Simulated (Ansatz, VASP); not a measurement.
Ta4Ge in VASP and in Ansatz

```xyz
5
Lattice="-1.7024 1.7024 7.5730 1.7024 -1.7024 7.5730 1.7024 1.7024 -7.5730" Properties=species:S:1:pos:R:3 pbc="T T T"
Ta    0.0000    0.0000    2.9750
Ta    0.0000    0.0000   12.1710
Ta    0.0000    0.0000    6.1491
Ta    0.0000    0.0000    8.9969
Ge    0.0000    0.0000    0.0000
```

Alike in both runs: functional PBE; k mesh 12 × 12 × 12; occupations gaussian, width 0.1 eV; no spin polarisation.

Ansatz relaxed the structure, and its values are those at the end. VASP's run is a single point on that final structure, the one shown.

|  | VASP | Ansatz |
| --- | --- | --- |
| version | VASP 6.6.1 | Ansatz 0.2.0 |
| potentials or method | VASP PAW PBE potentials, release 64 (Ta_pv, Ge_d), cutoff 520 eV | scalar-relativistic, plane waves, PAW |
| valence electrons in the cell | 58 | 66 |

|  | VASP | Ansatz | Ansatz less VASP |
| --- | --- | --- | --- |
| gap on the k mesh at the Fermi level (eV) | none | none | - |
| pressure (GPa) | 0.1 | 0.0 | -0.14 |
| rms of the force components (eV/Å) | 0.004 | 0.000 | -0.0038 |

A gap of «none» marks a metal or a gap that the smearing closes. VASP's potentials hold 58 valence electrons a cell and Ansatz's 66, so a difference there can come from the potentials and not from the codes.

Neither program's run includes spin-orbit coupling.
